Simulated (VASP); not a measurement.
# Sn in VASP: a series of runs

Sn is run at these levels: PBE, PBEsol; tasks: single point.

Everything below comes from runs of VASP 6.6.1. Logs are shortened: lines on timing, memory, paths and dates and some standing lists are left out, and cuts for length are marked.

### Step 1. The cell of the first run

The typed cell holds 2 atoms: a = 4.573 Å, b = 4.573 Å, c = 4.573 Å, α = 60.00°, β = 60.00°, γ = 60.00°.

### Step 2. Single point, PBE (atoms moved at random)

Input file INCAR:

```
SYSTEM = Sn
PREC = Accurate
ENCUT = 520
EDIFF = 1E-6
ISMEAR = -1
SIGMA = 0.05
LREAL = .FALSE.
LASPH = .TRUE.
NELM = 60
ALGO = Fast
ISIF = 2
LWAVE = .FALSE.
LCHARG = .FALSE.
GGA = PE
NBANDS = 21
```

Input file KPOINTS:

```
regular mesh
0
G
  7 7 7
  0 0 0
```

Input file POSCAR:

```
Sn
1.0
    0.0000000000      3.2333428000      3.2333428000
    3.2333428000      0.0000000000      3.2333428000
    3.2333428000      3.2333428000      0.0000000000
Sn
2
Direct
    0.7513240000      0.7590190000      0.7625880000
    0.4946710000      0.5090020000      0.5000090000
```

Potentials or basis: VASP PAW PBE potentials, release 64 (Sn_d).

Started as:

```bash
$ cat potpaw_PBE.64/Sn_d/POTCAR > POTCAR
$ mpirun -np 1 vasp_std > vasp.out
```

OUTCAR:

```text
SYSTEM = Sn
   PREC = Accurate
   ENCUT = 520
   EDIFF = 1E-6
   ISMEAR = -1
   LREAL = .FALSE.
   LASPH = .TRUE.
   NELM = 60
   ISIF = 2
   GGA = PE

 ion  position               nearest neighbor table
   1  0.751  0.759  0.763-   2 2.75   2 2.78   2 2.80   2 2.87
   2  0.495  0.509  0.500-   1 2.75   1 2.78   1 2.80   1 2.87

  LATTYP: Found a face centered cubic cell.
 ALAT       =     6.4666856000

  Lattice vectors:

 A1 = (   0.0000000000,   3.2333428000,   3.2333428000)
 A2 = (   3.2333428000,   0.0000000000,   3.2333428000)
 A3 = (   3.2333428000,   3.2333428000,   0.0000000000)

Analysis of symmetry for initial positions (statically):
=====================================================================
 Subroutine PRICEL returns:
 Original cell was already a primitive cell.

 Routine SETGRP: Setting up the symmetry group for a
 face centered cubic supercell.

 Subroutine GETGRP returns: Found  2 space group operations
 (whereof  1 operations were pure point group operations)
 out of a pool of 48 trial point group operations.

The static configuration has the point symmetry C_1 .
 The point group associated with its full space group is S_2 .

Analysis of symmetry for dynamics (positions and initial velocities):
=====================================================================
 Subroutine PRICEL returns:
 Original cell was already a primitive cell.

 Routine SETGRP: Setting up the symmetry group for a
 face centered cubic supercell.

 Subroutine GETGRP returns: Found  2 space group operations
 (whereof  1 operations were pure point group operations)
 out of a pool of 48 trial point group operations.

The dynamic configuration has the point symmetry C_1 .
 The point group associated with its full space group is S_2 .

 Subroutine INISYM returns: Found  2 space group operations
 (whereof  1 operations are pure point group operations),
 and found     1 'primitive' translations

----------------------------------------------------------------------------------------

                                     Primitive cell

  volume of cell :      67.6060

  direct lattice vectors                    reciprocal lattice vectors
     0.000000000  3.233342800  3.233342800    -0.154638723  0.154638723  0.154638723
     3.233342800  0.000000000  3.233342800     0.154638723 -0.154638723  0.154638723
     3.233342800  3.233342800  0.000000000     0.154638723  0.154638723 -0.154638723
[... 80 lines left out ...]
   LSORBIT =      F    spin-orbit coupling
   LASPH  =      T    aspherical Exc in radial PAW
   ENCUT  =  520.0 eV  38.22 Ry    6.18 a.u.   8.50  8.50  8.50*2*pi/ulx,y,z
   NELM   =     60;   NELMIN=  2; NELMDL= -5     # of ELM steps
   EDIFF  = 0.1E-05   stopping-criterion for ELM
   LREAL  =      F    real-space projection
   EDIFFG = 0.1E-04   stopping-criterion for IOM
   NSW    =      0    number of steps for IOM
   IBRION =     -1    ionic relax: 0-MD 1-quasi-New 2-CG
   NFREE  =      0    steps in history (QN), initial steepest desc. (CG)
   ISIF   =      2    stress and relaxation
   ISYM   =      2    0-nonsym 1-usesym 2-fastsym
   POTIM  = 0.5000    time-step for ionic-motion
   TEBEG  =    0.0;   TEEND  =   0.0 temperature during run
   PSTRESS=    0.0 pullay stress
   NELECT =      28.0000    total number of electrons
   NUPDOWN=      -1.0000    fix difference up-down
   EMIN   =  10.00;   EMAX   =-10.00  energy-range for DOS
   EFERMI =   0.00;   METHOD = LEGACY
   ISMEAR =    -1;   SIGMA  =   0.05  broadening in eV -4-tet -1-fermi 0-gaus
   EFERMI_NEDOS =   21; number of points for ismear=-14 and -15
   IALGO  =     68    algorithm
   IMIX   =      4    mixing-type and parameters
     AMIX     =   0.40;   BMIX     =  1.00
     AMIX_MAG =   1.60;   BMIX_MAG =  1.00
  volume/ion in A,a.u.               =      33.80       228.11
  Fermi-wavevector in a.u.,A,eV,Ry     =   1.220298  2.306028 20.260793  1.489126
  Thomas-Fermi vector in A             =   2.355520
   LORBIT       =      0    0 simple, 1 ext, 2 COOP (PROOUT), +10 PAW based schemes
   GGA     = PE    functional components
   LHFCALC =     F    Hartree Fock is set to
   AEXX    =    0.0000 exact exchange contribution
   IVDW    =     0    specifies the selected vdW correction
   LEPSILON=     F    determine dielectric tensor
   LRPA    =     F    only Hartree local field effects (RPA)
 non-spin polarized calculation
 RMM-DIIS sequential band-by-band and
  energy-cutoff  :      520.00
  volume of cell :       67.61
 maximum number of plane-waves:      1841
 NGX is ok and might be reduce to    36
   NGX = 17   NGY = 17   NGZ = 17

 number of electron      28.0000000 magnetization

 Free energy of the ion-electron system (eV)
  ---------------------------------------------------
  ext. energy  EPLUGINS =         0.00000000
  ---------------------------------------------------
  free energy    TOTEN  =        -7.58772580 eV

  energy without entropy =       -7.58540668  energy(sigma->0) =       -7.58656624

 E-fermi :   5.7341     XC(G=0):  -8.9202

 val. band max:        5.6812026491   @ k =   0.1429   0.0000   0.0000
 cond. band min:       5.7864775114   @ k =   0.0000   0.0000   0.0000
 fundamental gap:      0.1052748623
 Fermi energy:         5.7340501807

 k-point     1 :       0.0000    0.0000    0.0000
  band No.  band energies     occupation
      1     -15.9723      2.00000
      2     -15.9559      2.00000
      3     -15.9270      2.00000
      4     -15.8909      2.00000
      5     -15.8896      2.00000
      6     -15.5826      2.00000
[... 565 lines left out ...]
     20      13.1240      0.00000
     21      13.8688      0.00000

 [... further k-points ...]

------------------------ aborting loop because EDIFF is reached ----------------------------------------

  FORCE on cell =-STRESS in cart. coord.  units (eV):
  Direction    XX          YY          ZZ          XY          YZ          ZX
  --------------------------------------------------------------------------------------
  -------------------------------------------------------------------------------------
  Total        1.6311656      1.6052892      1.6461828     -0.1916197     -0.4076657     -0.6383957
  in kB       38.6565771     38.0433376     39.0124639     -4.5411463     -9.6611661    -15.1291771
  external PRESSURE =      38.5707929 kB  Pullay stress =       0.0000000 kB

 VOLUME and BASIS-vectors are now :
 -----------------------------------------------------------------------------
  energy-cutoff  :      520.00
  volume of cell :       67.61
      direct lattice vectors                 reciprocal lattice vectors
     0.000000000  3.233342800  3.233342800    -0.154638723  0.154638723  0.154638723
     3.233342800  0.000000000  3.233342800     0.154638723 -0.154638723  0.154638723
     3.233342800  3.233342800  0.000000000     0.154638723  0.154638723 -0.154638723

 POSITION                                       TOTAL-FORCE (eV/Angst)
 -----------------------------------------------------------------------------------
      4.91988      4.89500      4.88346        -0.302775     -0.483814     -0.122041
      3.26248      3.21614      3.24522         0.302775      0.483814      0.122041
 -----------------------------------------------------------------------------------
    total drift:                               -0.000032      0.000014     -0.000012

  FREE ENERGIE OF THE ION-ELECTRON SYSTEM (eV)
  ---------------------------------------------------
  free  energy   TOTEN  =        -7.5877258036 eV

  energy  without entropy=       -7.5854066805  energy(sigma->0) =       -7.58656624
```

stdout:

```text
POSCAR found type information on POSCAR Sn
 POSCAR found :  1 types and       2 ions
 scaLAPACK will be used
 LDA part: xc-table for (Slater+PW92), standard interpolation
 POSCAR, INCAR and KPOINTS ok, starting setup
 FFT: planning ... GRIDC
 FFT: planning ... GRID_SOFT
 FFT: planning ... GRID
 WAVECAR not read
 entering main loop
```

Run time: 100 s. Hardware: 1 thread of Intel Xeon 6975P-C (Granite Rapids), shared host; peak memory 0.34 GiB.

What came out:

- Free energy: -7.5877 eV
- Pressure: 3.9 GPa
- Largest force: 0.584 eV/Å
- Band gap on the k mesh: zero (band 14 reaches 5.79 eV, above the bottom of band 15 at 5.65 eV)

Forces in eV/Å, atoms in the order of the input:
```
Sn  -0.303 -0.484 -0.122
Sn   0.303  0.484  0.122
```

Caveat: the cell differs from its parent crystal (atoms moved at random); spin-orbit coupling is left out, which moves the levels of the heavy elements.

[end of part 1 of 2]
